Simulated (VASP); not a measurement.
Write the native input for VASP 6.6.1 that does the following.

| Property | Result |
| --- | --- |
| Task | single point |
| Functional | r2SCAN |
| Potentials or basis | VASP PAW PBE potentials, release 64 (Ce, B, Cr_pv, C) |
| Cutoff | 520 eV |
| k mesh | 5 × 5 × 4, shifted |
| Occupations | fermi-dirac, width 0.1 eV |
| Spin | no spin polarisation |
| Dipole correction | no |
| Further INCAR settings | ALGO = Normal; EDIFF = 1e-06; NBANDS = 32 |

The system is CeCr2B2C.

```
Ce B Cr C
1.0
     3.76288    0.00000    0.00000
     0.00000    3.76288    0.00000
     0.00000    0.00000    4.95624
Ce B Cr C
1 2 2 1
Cartesian
  0.0000 0.0000 0.0000
  1.8814 1.8814 1.1102
  1.8814 1.8814 3.8460
  0.0000 1.8814 2.4781
  1.8814 0.0000 2.4781
  0.0000 0.0000 2.4781
```

These files were run (other wordings do the same):

POSCAR

```
CeCr2B2C
1.0
    3.7628760000      0.0000000000      0.0000000000
    0.0000000000      3.7628760000      0.0000000000
    0.0000000000      0.0000000000      4.9562350000
Ce B Cr C
1 2 2 1
Direct
    0.0000000000      0.0000000000      0.0000000000
    0.5000000000      0.5000000000      0.2240000000
    0.5000000000      0.5000000000      0.7760000000
    0.0000000000      0.5000000000      0.5000000000
    0.5000000000      0.0000000000      0.5000000000
    0.0000000000      0.0000000000      0.5000000000
```

INCAR.step1

```
SYSTEM = CeCr2B2C
PREC = Accurate
ENCUT = 520
ISMEAR = -1
SIGMA = 0.1
LREAL = .False.
LASPH = .True.
NELM = 100
NBANDS = 32
GGA = PE
ALGO = Normal
EDIFF = 1E-4
LWAVE = .True.
LCHARG = .False.
```

INCAR.step2

```
SYSTEM = CeCr2B2C
PREC = Accurate
ENCUT = 520
EDIFF = 1E-6
ISMEAR = -1
SIGMA = 0.1
LREAL = .False.
LASPH = .True.
NELM = 100
ALGO = Normal
ISIF = 2
LWAVE = .False.
LCHARG = .True.
METAGGA = R2SCAN
LMIXTAU = .True.
LELF = .True.
LVHAR = .True.
NBANDS = 32
ISTART = 1
```

KPOINTS

```
Automatic mesh
0
Gamma
  5 5 4
  0.5 0.5 0.5
```

Potentials or basis: VASP PAW PBE potentials, release 64 (Ce, B, Cr_pv, C).

Command:

```sh
$ cat potpaw_PBE.64/Ce/POTCAR potpaw_PBE.64/B/POTCAR potpaw_PBE.64/Cr_pv/POTCAR potpaw_PBE.64/C/POTCAR > POTCAR
$ cp INCAR.step1 INCAR
$ mpirun -np 1 vasp_std > vasp.out
$ cp INCAR.step2 INCAR
$ mpirun -np 1 vasp_std > vasp.out
```

Results of the run:

- Pressure: -0.5 GPa
- Largest force: 0.273 eV/Å
- Band gap on the k mesh: zero (bands 23 and 24 overlap by 0.19 eV)

Caveat: the PAW data sets were made with another functional, which shifts forces and pressure a little; spin-orbit coupling is left out, which moves the levels of the heavy elements; the run has no spin polarisation, though such a crystal can be magnetic; semilocal functionals describe open f shells poorly, which spoils levels, moments and volumes.

Run time: 2.7 min on 1 thread of AMD EPYC 7R43 64-Core Processor (Zen 3) (shared host), peak memory 0.17 GiB.
